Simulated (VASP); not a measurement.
# WC (Fm-3m) in VASP: notebook, part 2 of 2

VASP 6.6.1. The steps go on from the part before.

### Step 3. Single point, PBEsol

This run uses another cell than the first one, of 10.86 Å³/atom, 1.030 times its volume.

INCAR

```
ALGO = Normal ; EDIFF = 1E-6
ENCUT = 520 ; GGA = PS
ISIF = 2 ; ISMEAR = -1
LASPH = True ; LCHARG = False
LREAL = False ; LWAVE = False
NBANDS = 16 ; NELM = 100
PREC = Accurate ; SIGMA = 0.05
```

KPOINTS

```
k-points
0
Gamma
  11 11 11
```

POSCAR

```
WC
1.0
    0.0000000000      2.2143951546      2.2143951546
    2.2143951546      0.0000000000      2.2143951546
    2.2143951546      2.2143951546      0.0000000000
W C
1 1
Direct
    0.0000000000      0.0000000000      0.0000000000
    0.5000000000      0.5000000000      0.5000000000
```

Potentials or basis: VASP PAW PBE potentials, release 64 (W_sv, C).

Command:

```bash
$ cat potpaw_PBE.64/W_sv/POTCAR potpaw_PBE.64/C/POTCAR > POTCAR
$ mpirun -np 1 vasp_std > vasp.out
```

OUTCAR:

```text
EDIFF = 1E-6
   ENCUT = 520
   GGA = PS
   ISIF = 2
   ISMEAR = -1
   LASPH = True
   LREAL = False
   NELM = 100
   PREC = Accurate

 ion  position               nearest neighbor table
   1  0.000  0.000  0.000-   2 2.21   2 2.21   2 2.21   2 2.21   2 2.21   2 2.21
   2  0.500  0.500  0.500-   1 2.21   1 2.21   1 2.21   1 2.21   1 2.21   1 2.21

  LATTYP: Found a face centered cubic cell.
 ALAT       =     4.4287903092

  Lattice vectors:

 A1 = (   0.0000000000,   2.2143951546,   2.2143951546)
 A2 = (   2.2143951546,   0.0000000000,   2.2143951546)
 A3 = (   2.2143951546,   2.2143951546,   0.0000000000)

Analysis of symmetry for initial positions (statically):
=====================================================================
 Subroutine PRICEL returns:
 Original cell was already a primitive cell.

 Routine SETGRP: Setting up the symmetry group for a
 face centered cubic supercell.

 Subroutine GETGRP returns: Found 48 space group operations
 (whereof 48 operations were pure point group operations)
 out of a pool of 48 trial point group operations.

The static configuration has the point symmetry O_h .

Analysis of symmetry for dynamics (positions and initial velocities):
=====================================================================
 Subroutine PRICEL returns:
 Original cell was already a primitive cell.

 Routine SETGRP: Setting up the symmetry group for a
 face centered cubic supercell.

 Subroutine GETGRP returns: Found 48 space group operations
 (whereof 48 operations were pure point group operations)
 out of a pool of 48 trial point group operations.

The dynamic configuration has the point symmetry O_h .

 Subroutine INISYM returns: Found 48 space group operations
 (whereof 48 operations are pure point group operations),
 and found     1 'primitive' translations

----------------------------------------------------------------------------------------

                                     Primitive cell

  volume of cell :      21.7168
[... 108 lines left out ...]
     AMIX     =   0.40;   BMIX     =  1.00
     AMIX_MAG =   1.60;   BMIX_MAG =  1.00
  volume/ion in A,a.u.               =      10.86        73.28
  Fermi-wavevector in a.u.,A,eV,Ry     =   1.537802  2.906025 32.175552  2.364836
  Thomas-Fermi vector in A             =   2.644260
   LORBIT       =      0    0 simple, 1 ext, 2 COOP (PROOUT), +10 PAW based schemes
   GGA     = PS    functional components
   LHFCALC =     F    Hartree Fock is set to
   AEXX    =    0.0000 exact exchange contribution
   IVDW    =     0    specifies the selected vdW correction
   LEPSILON=     F    determine dielectric tensor
   LRPA    =     F    only Hartree local field effects (RPA)
 non-spin polarized calculation
  energy-cutoff  :      520.00
  volume of cell :       21.72
 maximum number of plane-waves:       596
   NGX = 11   NGY = 11   NGZ = 11

 number of electron      18.0000003 magnetization

 Free energy of the ion-electron system (eV)
  ---------------------------------------------------
  ext. energy  EPLUGINS =         0.00000000
  ---------------------------------------------------
  free energy    TOTEN  =       -22.92005109 eV

  energy without entropy =      -22.90720315  energy(sigma->0) =      -22.91362712

 E-fermi :  11.7973     XC(G=0): -13.6787

 val. band max:       11.7855147570   @ k =  -0.2727   0.4545   0.1818
 cond. band min:      11.8142779224   @ k =   0.4545   0.0909   0.0000
 fundamental gap:      0.0287631655
 Fermi energy:        11.7972741415

 k-point     1 :       0.0000    0.0000    0.0000
  band No.  band energies     occupation
      1     -63.5883      2.00000
      2     -27.5859      2.00000
      3     -27.5859      2.00000
      4     -27.5859      2.00000
      5      -3.7120      2.00000
      6       9.1521      2.00000
[... 433 lines left out ...]
      3     -27.7051      2.00000
      4     -27.6125      2.00000
      5      -1.6473      2.00000
      6       5.1237      2.00000
[... 8 lines left out ...]
     15      24.3351      0.00000
     16      25.1032      0.00000

 [... further k-points ...]

------------------------ aborting loop because EDIFF is reached ----------------------------------------

  FORCE on cell =-STRESS in cart. coord.  units (eV):
  Direction    XX          YY          ZZ          XY          YZ          ZX
  --------------------------------------------------------------------------------------
  -------------------------------------------------------------------------------------
  Total       -2.5287630     -2.5287630     -2.5287630      0.0000000     -0.0000000     -0.0000000
  in kB     -186.5620716   -186.5620716   -186.5620716      0.0000000     -0.0000000     -0.0000000
  external PRESSURE =    -186.5620716 kB  Pullay stress =       0.0000000 kB

 VOLUME and BASIS-vectors are now :
 -----------------------------------------------------------------------------
  energy-cutoff  :      520.00
  volume of cell :       21.72
      direct lattice vectors                 reciprocal lattice vectors
     0.000000000  2.214395155  2.214395155    -0.225795292  0.225795292  0.225795292
     2.214395155  0.000000000  2.214395155     0.225795292 -0.225795292  0.225795292
     2.214395155  2.214395155  0.000000000     0.225795292  0.225795292 -0.225795292

 POSITION                                       TOTAL-FORCE (eV/Angst)
 -----------------------------------------------------------------------------------
      0.00000      0.00000      0.00000        -0.000000     -0.000000     -0.000000
      2.21440      2.21440      2.21440         0.000000      0.000000      0.000000
 -----------------------------------------------------------------------------------
    total drift:                                0.000000     -0.000000     -0.000000

  FREE ENERGIE OF THE ION-ELECTRON SYSTEM (eV)
  ---------------------------------------------------
  free  energy   TOTEN  =       -22.9200510941 eV

  energy  without entropy=      -22.9072031477  energy(sigma->0) =      -22.91362712
```

OSZICAR:

```text
N       E                     dE             d eps       ncg     rms          rms(c)
DAV:   1     0.107017075506E+03    0.10702E+03   -0.93513E+03  1792   0.124E+03
DAV:   2    -0.230884208132E+02   -0.13011E+03   -0.12582E+03  2184   0.333E+02
DAV:   3    -0.261991062206E+02   -0.31107E+01   -0.30966E+01  1968   0.483E+01
DAV:   4    -0.262147053456E+02   -0.15599E-01   -0.15599E-01  2336   0.394E+00
DAV:   5    -0.262148242246E+02   -0.11888E-03   -0.11888E-03  2000   0.322E-01    0.294E+01
DAV:   6    -0.230598945022E+02    0.31549E+01   -0.82603E+00  2192   0.268E+01    0.744E+00
DAV:   7    -0.229553463117E+02    0.10455E+00   -0.49188E-01  1848   0.554E+00    0.602E+00
DAV:   8    -0.229218137853E+02    0.33533E-01   -0.95763E-02  2008   0.255E+00    0.116E+00
DAV:   9    -0.229201994489E+02    0.16143E-02   -0.35468E-03  1936   0.590E-01    0.120E-01
DAV:  10    -0.229200505065E+02    0.14894E-03   -0.43478E-04  2152   0.230E-01    0.264E-02
DAV:  11    -0.229200518271E+02   -0.13206E-05   -0.16084E-05  2024   0.369E-02    0.201E-02
DAV:  12    -0.229200510941E+02    0.73300E-06   -0.11830E-06  1672   0.803E-03
   1 F= -.22920051E+02 E0= -.22913627E+02  d E =-.128479E-01
```

It took 17 s on 1 thread of AMD EPYC 7R43 (Zen 3), shared host; peak memory 0.11 GiB.

Results:

```
Free energy            : -22.9201 eV
Pressure               : -18.7 GPa
Band gap on the k mesh : zero (band 9 reaches 12.69 eV, above the bottom of band 10 at 9.75 eV)
```

Caveat: the PAW data sets were made with another functional, which shifts forces and pressure a little; spin-orbit coupling is left out, which moves the levels of the heavy elements.

### Step 4. Single point, PBEsol

This run uses another cell than the first one, of 11.17 Å³/atom, 1.060 times its volume.

INCAR

```
SYSTEM = WC
PREC = Accurate
ENCUT = 520
EDIFF = 1E-7
ISMEAR = -1
SIGMA = 0.05
LREAL = .FALSE.
LASPH = .TRUE.
NELM = 60
ALGO = Normal
ISIF = 2
LWAVE = .FALSE.
LCHARG = .FALSE.
GGA = PS
NBANDS = 16
```

KPOINTS

```
Automatic mesh
0
G
  11 11 11
  0 0 0
```

POSCAR

```
WC
1.0
    0.0000000000      2.2356887219      2.2356887219
    2.2356887219      0.0000000000      2.2356887219
    2.2356887219      2.2356887219      0.0000000000
W C
1 1
Direct
    0.0000000000      0.0000000000      0.0000000000
    0.5000000000      0.5000000000      0.5000000000
```

Command:

```bash
$ cat potpaw_PBE.64/W_sv/POTCAR potpaw_PBE.64/C/POTCAR > POTCAR
$ mpirun -np 1 vasp_std > vasp.out
```

Run time: 22 s. Hardware: 1 thread of AMD EPYC 7R43 (Zen 3), shared host; peak memory 0.1 GiB.

The run converged. Its results:

```yaml
Free_energy: -22.8301 eV
Pressure: -26.9 GPa
Band_gap_on_the_k_mesh: zero (band 9 reaches 12.21 eV, above the bottom of band 10 at 9.40 eV)
```

Levels at points of the mesh, in eV from the Fermi level:
| k point | band 7 | band 8 | band 9 | band 10 | band 11 | band 12 |
| --- | --- | --- | --- | --- | --- | --- |
| (0.00, 0.00, 0.00) | -2.54 | -2.54 | -0.91 | -0.91 | -0.91 | -0.91 |

Caveat: the PAW data sets were made with another functional, which shifts forces and pressure a little; spin-orbit coupling is left out, which moves the levels of the heavy elements.

### Step 5. The runs side by side

```tsv
cell	gap on the mesh (eV)	pressure (GPa)
a = 3.101 Å, angles 60.0°, 2 atoms	none	-9.0
a = 3.132 Å, angles 60.0°, 2 atoms	none	-18.7
a = 3.162 Å, angles 60.0°, 2 atoms	none	-26.9
```

Alike in all rows: task single point; level PBEsol; potentials or basis VASP PAW PBE potentials, release 64 (W_sv, C); no spin polarisation; k mesh 11 × 11 × 11; cutoff (eV) 520; smearing fermi-dirac 0.05 eV.

Caveats: the PAW data sets were made with another functional, which shifts forces and pressure a little; spin-orbit coupling is left out, which moves the levels of the heavy elements.

Total energies depend on the potentials used, so only differences within one code and one set of settings carry meaning.
